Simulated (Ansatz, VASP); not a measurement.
## One calculation of BN, two programs

```xyz
4
Lattice="2.5017 0.0000 0.0000 1.2493 2.1674 0.0000 0.0000 0.0000 23.4953" Properties=species:S:1:pos:R:3 pbc="T T T"
B     1.8753    1.0836   10.0000
B     3.7508    2.1673   13.4953
N     3.1259    1.8062   10.0000
N     1.2504    0.7225   13.4953
```

Alike in both runs: task relaxation of the atoms; functional PBE; dispersion D3(BJ); k mesh 12 × 12 × 1; occupations gaussian, width 0.05 eV; no spin polarisation.

|  | VASP | Ansatz |
| --- | --- | --- |
| version | VASP 6.6.1 | Ansatz 0.2.0 |
| potentials or method | VASP PAW PBE potentials, release 64 (B, N), cutoff 520 eV | scalar-relativistic, plane waves, PAW |
| valence electrons in the cell | 16 | 16 |

```tsv
	VASP	Ansatz	Ansatz less VASP
gap on the k mesh at the Fermi level, each at its own relaxed structure (eV)	4.29	4.30	+0.007
```

Ansatz's warnings: published levels not confirmed.

Noted on VASP's run: the relaxation stopped at its first step, so nothing moved.
